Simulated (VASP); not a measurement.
A run of VASP 6.6.1 is set up as follows.

File INCAR:

```
PREC = Accurate ; ENCUT = 500
EDIFF = 1E-8 ; ISMEAR = 0
SIGMA = 0.02 ; LREAL = F
LASPH = T ; NELM = 120
ALGO = Normal ; ISIF = 2
LWAVE = F ; LCHARG = F
GGA = PE ; IBRION = 8
NSW = 1 ; GGA_COMPAT = F
```

KPOINTS

```
Automatic mesh
0
Gamma
  12 12 12
```

The input POSCAR:

```
GaAs
1.0
    0.0000000000      2.8265000000      2.8265000000
    2.8265000000      0.0000000000      2.8265000000
    2.8265000000      2.8265000000      0.0000000000
Ga As
1 1
Direct
    0.0000000000      0.0000000000      0.0000000000
    0.2500000000      0.2500000000      0.2500000000
```

Potentials or basis: VASP PAW PBE potentials, release 64 (Ga_d, As).

Run with:

```bash
$ cat potpaw_PBE.64/Ga_d/POTCAR potpaw_PBE.64/As/POTCAR > POTCAR
$ mpirun -np 1 vasp_std > vasp.out
```

Q: Estimate the highest phonon frequency at Γ, LO-TO splitting left out.

A: 268 cm⁻¹.

Phonon frequencies in cm⁻¹ (negative: imaginary):
```tsv
q point	frequencies
(0.000, 0.000, 0.000)	0 0 0 268 268 268
```

Caveat: the cell stands under pressure or tension, which shifts response properties.
